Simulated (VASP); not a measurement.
A run of VASP 6.6.1 is set up as follows.

The input POSCAR:

```
Al3GaN4
1.0
    4.8682577846      0.0000000000     -0.0004780522
    0.0000000000      3.0329354107      0.0000000000
   -0.0037567071      0.0000000000      5.2497868081
Al Ga N
3 1 4
Direct
    0.5008301816      0.5000000000      0.1675030033
    0.0015281138      0.5000000000      0.8352012489
    0.0017073747      0.0000000000      0.3313567925
    0.4995351189      0.0000000000      0.6658837602
    0.1095246677      0.0000000000      0.6662284171
    0.1224011369      0.5000000000      0.1673598050
    0.6249514502      0.5000000000      0.8407804414
    0.6231209563      0.0000000000      0.3256875315
```

The input INCAR.step1:

```
  PREC = Accurate
  ENCUT = 520
  ISMEAR = 0
  SIGMA = 0.02
  LREAL = F
  LASPH = T
  NELM = 60
  NBANDS = 31
  GGA = PE
  ALGO = Normal
  EDIFF = 1E-4
  LWAVE = T
  LCHARG = F
```

Contents of INCAR.step2:

```
  PREC = Accurate
  ENCUT = 520
  EDIFF = 1E-6
  ISMEAR = 0
  SIGMA = 0.02
  LREAL = F
  LASPH = T
  NELM = 60
  ALGO = Normal
  ISIF = 2
  LWAVE = F
  LCHARG = T
  METAGGA = R2SCAN
  LMIXTAU = T
  LELF = T
  LVHAR = T
  NBANDS = 31
  ISTART = 1
```

The input KPOINTS:

```
Automatic mesh
0
Gamma
  6 8 4
```

Potentials or basis: VASP PAW PBE potentials, release 64 (Al, Ga_d, N).

The run is started by

```console
$ cat potpaw_PBE.64/Al/POTCAR potpaw_PBE.64/Ga_d/POTCAR potpaw_PBE.64/N/POTCAR > POTCAR
$ cp INCAR.step1 INCAR
$ mpirun -np 1 vasp_std > vasp.out
$ cp INCAR.step2 INCAR
$ mpirun -np 1 vasp_std > vasp.out
```

Question: What does it give for the largest force?

Answer: 0.093 eV/Å.

Question: What does it give for the band gap on the k mesh?

Answer: 4.96 eV.

Forces in eV/Å, atoms in the order of the input:
```
Al   0.011  0.000  0.000
Al   0.003  0.000  0.002
Al   0.006  0.000 -0.001
Ga   0.012  0.000 -0.006
N   -0.087  0.000  0.001
N   -0.005  0.000  0.001
N    0.042  0.000  0.083
N    0.018  0.000 -0.080
```

Caveat: the PAW data sets were made with another functional, which shifts forces and pressure a little. A k mesh can miss the band edges.
